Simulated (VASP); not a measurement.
# TaNb2O5 (C2/m) in VASP: notebook, part 2 of 2

VASP 6.6.1.

## Step 3: Relaxation of cell and atoms, PBE

This run uses another cell than the first one, of 11.21 Å³/atom, 0.954 times its volume.

File INCAR:

```
PREC     = Accurate       # precision mode
ENCUT    = 600            # plane-wave cutoff, eV
EDIFF    = 1E-6           # SCF threshold, eV
ISMEAR   = 0              # smearing method
SIGMA    = 0.15           # smearing width, eV
LREAL    = False          # projectors in reciprocal space
LASPH    = True           # aspherical terms in the spheres
NELM     = 80             # most SCF steps
ALGO     = Normal         # electronic algorithm
ISIF     = 3              # what is computed and relaxed
LWAVE    = False          # write WAVECAR
LCHARG   = False          # write CHGCAR
GGA      = PE             # functional
IBRION   = 2              # ionic algorithm
NSW      = 36             # ionic steps
EDIFFG   = -0.08          # ionic threshold
```

File KPOINTS:

```
Automatic mesh
0
Gamma
  3 3 3
```

File POSCAR:

```
TaNb2O5
1.0
    4.6450000000     -2.0770000000      0.0000000000
    4.6450000000      2.0770000000      0.0000000000
   -4.6443084500      0.0000000000      4.6456915500
Ta Nb O
1 2 5
Direct
    0.0000000000      0.0000000000      0.0000000000
    0.8000000000      0.8000000000      0.2000000000
    0.2000000000      0.2000000000      0.8000000000
    0.5000000000      0.5000000000      0.0000000000
    0.3000000000      0.3000000000      0.2000000000
    0.7000000000      0.7000000000      0.8000000000
    0.1000000000      0.1000000000      0.4000000000
    0.9000000000      0.9000000000      0.6000000000
```

Potentials or basis: VASP PAW PBE potentials, release 64 (Ta_pv, Nb_sv, O).

Command:

```bash
$ cat potpaw_PBE.64/Ta_pv/POTCAR potpaw_PBE.64/Nb_sv/POTCAR potpaw_PBE.64/O/POTCAR > POTCAR
$ mpirun -np 1 vasp_std > vasp.out
```

OUTCAR:

```text
PREC = Accurate
   ENCUT = 600
   EDIFF = 1E-6
   ISMEAR = 0
   LREAL = False
   LASPH = True
   NELM = 80
   ISIF = 3
   GGA = PE
   IBRION = 2
   NSW = 36
   EDIFFG = -0.08

 ion  position               nearest neighbor table
   1  0.000  0.000  0.000-   4 2.08   4 2.08   7 2.08   8 2.08   5 2.08   6 2.08   2 2.94   3 2.94
                             3 2.94   2 2.94   3 2.94   2 2.94
   2  0.800  0.800  0.200-   5 2.08   5 2.08   8 2.08   6 2.08   4 2.08   7 2.08   3 2.94   3 2.94
                             1 2.94   1 2.94   1 2.94   3 2.94
   3  0.200  0.200  0.800-   6 2.08   6 2.08   7 2.08   5 2.08   4 2.08   8 2.08   2 2.94   2 2.94
                             1 2.94   1 2.94   1 2.94   2 2.94
   4  0.500  0.500  0.000-   1 2.08   1 2.08   2 2.08   3 2.08
   5  0.300  0.300  0.200-   2 2.08   2 2.08   3 2.08   1 2.08
   6  0.700  0.700  0.800-   3 2.08   3 2.08   2 2.08   1 2.08
   7  0.100  0.100  0.400-   1 2.08   3 2.08   2 2.08
   8  0.900  0.900  0.600-   1 2.08   2 2.08   3 2.08

[... 311 lines left out ...]
--------------------------------------- Ionic step       12  -------------------------------------------

 number of electron      67.0000001 magnetization

------------------------ aborting loop because EDIFF is reached ----------------------------------------
[... 79 lines left out ...]
--------------------------------------- Ionic step       14  -------------------------------------------

 number of electron      67.0000002 magnetization

 Free energy of the ion-electron system (eV)
  ---------------------------------------------------
  ext. energy  EPLUGINS =         0.00000000
  ---------------------------------------------------
  free energy    TOTEN  =       -75.50967193 eV

  energy without entropy =      -75.47077622  energy(sigma->0) =      -75.49022408

 E-fermi :   8.1692     XC(G=0): -11.6791

 val. band max:        8.1173061764   @ k =  -0.3333   0.3333   0.0000
 cond. band min:       8.2051945076   @ k =  -0.3333   0.0000   0.3333
 fundamental gap:      0.0878883312
 Fermi energy:         8.1692013129

 k-point     1 :       0.0000    0.0000    0.0000
  band No.  band energies     occupation
      1     -48.0882      2.00000
      2     -47.9381      2.00000
      3     -28.4669      2.00000
      4     -28.2436      2.00000
      5     -28.2126      2.00000
      6     -24.6087      2.00000
[... 454 lines left out ...]
  FREE ENERGIE OF THE ION-ELECTRON SYSTEM (eV)
  ---------------------------------------------------
  free  energy   TOTEN  =       -75.5096719307 eV

  energy  without entropy=      -75.4707762248  energy(sigma->0) =      -75.49022408

 reached required accuracy - stopping structural energy minimisation
```

OSZICAR:

```text
N       E                     dE             d eps       ncg     rms          rms(c)
DAV:   1     0.889917116683E+03    0.88992E+03   -0.40313E+04   800   0.194E+03
[... 152 lines left out ...]
       N       E                     dE             d eps       ncg     rms          rms(c)
DAV:   1    -0.755109398476E+02   -0.22233E-02   -0.28721E-01   856   0.373E+00    0.339E-01
DAV:   2    -0.755102416466E+02    0.69820E-03   -0.19505E-02  1064   0.932E-01    0.187E-01
DAV:   3    -0.755098570220E+02    0.38462E-03   -0.31011E-03  1152   0.316E-01    0.919E-02
DAV:   4    -0.755096690749E+02    0.18795E-03   -0.72279E-04  1152   0.190E-01    0.300E-02
DAV:   5    -0.755096720805E+02   -0.30056E-05   -0.13828E-04  1440   0.552E-02    0.212E-02
DAV:   6    -0.755096719307E+02    0.14984E-06   -0.67419E-06   960   0.171E-02
  14 F= -.75509672E+02 E0= -.75490224E+02  d E =-.955915E-03
```

CONTCAR:

```text
TaNb2O5
   1.00000000000000
     4.8890798588295805   -2.1094671823651674    0.0159258477074828
     4.8890798588295805    2.1094671823651674    0.0159258477074828
    -4.8677039032693568    0.0000000000000000    4.5481864174247812
  Ta              Nb              O
     1     2     5
Direct
     0.0000000000000000    0.0000000000000000    0.0000000000000000
     0.8127387247968817    0.8127387247968817    0.2274321174040684
     0.1872612752031182    0.1872612752031182    0.7725678825959313
     0.5000000000000000    0.5000000000000000    0.0000000000000000
     0.3018204238019774    0.3018204238019774    0.2124688127897078
     0.6981795761980224    0.6981795761980224    0.7875311872102921
     0.0959189503557759    0.0959189503557759    0.3831899496627030
     0.9040810496442241    0.9040810496442241    0.6168100503372969

  0.00000000E+00  0.00000000E+00  0.00000000E+00
  0.00000000E+00  0.00000000E+00  0.00000000E+00
  0.00000000E+00  0.00000000E+00  0.00000000E+00
  0.00000000E+00  0.00000000E+00  0.00000000E+00
  0.00000000E+00  0.00000000E+00  0.00000000E+00
  0.00000000E+00  0.00000000E+00  0.00000000E+00
  0.00000000E+00  0.00000000E+00  0.00000000E+00
  0.00000000E+00  0.00000000E+00  0.00000000E+00
```

Wall time 6.1 min (1 thread of Intel Xeon 6975P-C (Granite Rapids), shared host); peak memory 0.33 GiB.

Results:

```
Free energy                            : -75.5097 eV
Relaxed volume                         : 11.77 Å³/atom
Relaxed cell                           : a = 5.325 Å, b = 5.325 Å, c = 6.662 Å, α = 131.98°, β = 131.98°, γ = 46.68°
Space group after relaxing (to 0.05 Å) : C2/m (No. 12)
Energy gained by relaxing              : 103.5 meV/atom
Ionic steps                            : 14
Pressure after relaxing                : 0.0 GPa
Largest force after relaxing           : 0.048 eV/Å
```

Forces on the atoms (eV/Å):
```
Ta   0.000  0.000  0.000
Nb   0.023  0.000  0.018
Nb  -0.023  0.000 -0.018
O    0.000  0.000  0.000
O    0.013  0.000 -0.008
O   -0.013  0.000  0.008
O   -0.043  0.000 -0.022
O    0.043  0.000  0.022
```

Step by step:
```
step  energy change (eV)  largest force (eV/Å)  pressure (GPa)  volume (Å³)
   1              0.0000                2.2841           13.89        89.64
   2             -0.0207                1.2592          -18.76       102.68
   3             -0.6007                1.0219           -6.04        95.81
   4             -0.7229                0.4925            3.30        92.62
   5             -0.7493                0.4714            0.26        93.53
   6             -0.7971                0.2267            1.30        93.01
   7             -0.7992                0.2310            1.06        93.10
   8             -0.8123                0.2300           -0.68        93.87
   9             -0.8135                0.2423           -1.39        94.19
  10             -0.8218                0.1397           -0.36        93.99
  11             -0.8233                0.1743            0.29        93.86
  12             -0.8266                0.0865            0.24        93.95
  13             -0.8270                0.0887            0.22        93.99
  14             -0.8279                0.0477            0.00        94.14
```

Final structure:
```
CELL_PARAMETERS angstrom
4.88908 -2.10947 0.01593
4.88908 2.10947 0.01593
-4.86770 0.00000 4.54819
ATOMIC_POSITIONS crystal
Ta 0.00000 0.00000 0.00000
Nb 0.81274 0.81274 0.22743
Nb 0.18726 0.18726 0.77257
O 0.50000 0.50000 0.00000
O 0.30182 0.30182 0.21247
O 0.69818 0.69818 0.78753
O 0.09592 0.09592 0.38319
O 0.90408 0.90408 0.61681
```

Caveat: the k points lie up to 0.59 Å⁻¹ apart in the final cell; spin-orbit coupling is left out, which moves the levels of the heavy elements; an odd number of electrons without spin polarisation forces a metal; a magnetic or distorted state may lie lower; the relaxation stopped at a loose force limit of 0.08 eV/Å, so its end isn't a converged minimum.

## Step 4: Single point, PBE

File INCAR:

```
  ALGO = Normal
  EDIFF = 1E-6
  ENCUT = 600
  GGA = PE
  GGA_COMPAT = False
  ISIF = 2
  ISMEAR = 0
  LASPH = True
  LCHARG = True
  LELF = True
  LREAL = False
  LVHAR = True
  LWAVE = False
  NBANDS = 44
  NELM = 120
  PREC = Accurate
  SIGMA = 0.15
```

File KPOINTS:

```
k-points
0
Gamma
  3 3 3
```

File POSCAR:

```
TaNb2O5
1.0
    4.8713485706     -2.1098137751      0.0238700066
    4.8713485706      2.1098137751      0.0238700066
   -4.8467497613      0.0000000000      4.5485975348
Ta Nb O
1 2 5
Direct
    0.0000000000      0.0000000000      0.0000000000
    0.8127339896      0.8127339896      0.2274221310
    0.1872660104      0.1872660104      0.7725778690
    0.5000000000      0.5000000000      0.0000000000
    0.3021834591      0.3021834591      0.2128804677
    0.6978165409      0.6978165409      0.7871195323
    0.0959647991      0.0959647991      0.3828064816
    0.9040352009      0.9040352009      0.6171935184
```

Potentials or basis: VASP PAW PBE potentials, release 64 (Ta_sv_GW, Nb_sv, O).

Command:

```bash
$ cat potpaw_PBE.64/Ta_sv_GW/POTCAR potpaw_PBE.64/Nb_sv/POTCAR potpaw_PBE.64/O/POTCAR > POTCAR
$ mpirun -np 1 vasp_std > vasp.out
```

It took 2.1 min on 1 thread of Intel Xeon Platinum 8488C (Sapphire Rapids), shared host; peak memory 0.32 GiB.

Results (log left out):

* Free energy: -78.0636 eV
* Pressure: 0.0 GPa
* Largest force: 0.053 eV/Å

Forces on the atoms (eV/Å):
```
Ta   0.000  0.000  0.000
Nb   0.003  0.000  0.012
Nb  -0.003  0.000 -0.012
O    0.000  0.000  0.000
O    0.007  0.000 -0.022
O   -0.007  0.000  0.022
O   -0.045  0.000  0.028
O    0.045  0.000 -0.028
```

Stress tensor (GPa, compression positive):
```
 0.52  0.00  0.00
 0.00 -0.11  0.00
 0.00  0.00 -0.30
```

Levels at points of the mesh, in eV from the Fermi level:
| k point | band 33 | band 34 | band 35 | band 36 | band 37 | band 38 |
| --- | --- | --- | --- | --- | --- | --- |
| (0.00, 0.00, 0.00) | -1.26 | -0.83 | -0.38 | -0.34 | 1.15 | 1.27 |

Caveat: the k points lie up to 0.59 Å⁻¹ apart; spin-orbit coupling is left out, which moves the levels of the heavy elements; an odd number of electrons without spin polarisation forces a metal; a magnetic or distorted state may lie lower.

## Step 5: Overview

```tsv
task	potentials or basis	cell	cutoff (eV)	second run	gap on the mesh (eV)	pressure (GPa)	largest force (eV/Å)
single point	VASP PAW PBE potentials, release 64 (Ta_pv, Nb_sv, O)	a = 5.309, b = 5.309, c = 6.647 Å, angles 131.8, 131.8, 46.8°, 8 atoms	520	-	none	0.4	0.10
relaxation of cell and atoms	VASP PAW PBE potentials, release 64 (Ta_pv, Nb_sv, O)	relaxed from a = 5.088, b = 5.088, c = 6.569 Å, angles 130.2, 130.2, 48.2°, 8 atoms	600	-	none	0.0	0.05
single point	VASP PAW PBE potentials, release 64 (Ta_sv_GW, Nb_sv, O)	a = 5.309, b = 5.309, c = 6.647 Å, angles 131.8, 131.8, 46.8°, 8 atoms	600	valence_matched	none	0.0	0.05
```

Alike in all rows: level PBE; no spin polarisation; k mesh 3 × 3 × 3; smearing gaussian 0.15 eV.

Caveats: all runs use coarse meshes; spin-orbit coupling is left out, which moves the levels of the heavy elements; an odd number of electrons without spin polarisation forces a metal; a magnetic or distorted state may lie lower; the relaxation stopped at a loose force limit of 0.08 eV/Å, so its end isn't a converged minimum (some runs).

Total energies depend on the potentials used, so only differences within one code and one set of settings carry meaning.
